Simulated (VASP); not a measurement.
Set up this calculation in VASP 6.6.1, as the native input.

```yaml
Task: single point
Functional: r2SCAN
Potentials_or_basis: VASP PAW PBE potentials, release 64 (B, As)
Cutoff: 520 eV
k_mesh: 12 × 12 × 12
Occupations: gaussian, width 0.05 eV
Spin: no spin polarisation
Dipole_correction: no
Further_INCAR_settings: ALGO = Normal; EDIFF = 1e-06; NBANDS = 11
```

The system is BAs.

```
CELL_PARAMETERS angstrom
0.00000 2.42122 2.32437
2.42122 0.00000 2.32437
2.42122 2.42122 0.00000
ATOMIC_POSITIONS crystal
B 0.00000 0.00000 0.00000
As 0.75000 0.75000 0.75000
```

This cell differs from its parent crystal: ratio of the length along z to the lengths across it x 0.96, volume and fractional coordinates fixed.

The input as run:

POSCAR

```
BAs
1.0
    0.0000000000      2.4212232444      2.3243743146
    2.4212232444      0.0000000000      2.3243743146
    2.4212232444      2.4212232444      0.0000000000
B As
1 1
Direct
    0.0000000000      0.0000000000      0.0000000000
    0.7500000000      0.7500000000      0.7500000000
```

INCAR.step1

```
PREC = Accurate ; ENCUT = 520
ISMEAR = 0 ; SIGMA = 0.05
LREAL = False ; LASPH = True
NELM = 100 ; NBANDS = 11
GGA = PE ; ALGO = Normal
EDIFF = 1E-4 ; LWAVE = True
LCHARG = False
```

INCAR.step2

```
PREC = Accurate ; ENCUT = 520
EDIFF = 1E-6 ; ISMEAR = 0
SIGMA = 0.05 ; LREAL = False
LASPH = True ; NELM = 100
ALGO = Normal ; ISIF = 2
LWAVE = False ; LCHARG = False
METAGGA = R2SCAN ; LMIXTAU = True
NBANDS = 11 ; ISTART = 1
```

KPOINTS

```
Automatic mesh
0
Gamma
  12 12 12
```

Potentials or basis: VASP PAW PBE potentials, release 64 (B, As).

The run is started by

```sh
$ cat potpaw_PBE.64/B/POTCAR potpaw_PBE.64/As/POTCAR > POTCAR
$ cp INCAR.step1 INCAR
$ mpirun -np 1 vasp_std > vasp.out
$ cp INCAR.step2 INCAR
$ mpirun -np 1 vasp_std > vasp.out
```

It gave:

```
Pressure               : 0.9 GPa
Band gap on the k mesh : 0.74 eV, indirect (least direct gap 3.00 eV)
```

Caveat: the PAW data sets were made with another functional, which shifts forces and pressure a little.

It took 3 min on 1 thread of Intel(R) Xeon(R) Platinum 8488C (Sapphire Rapids), with other jobs on the host, peak memory 0.2 GiB.
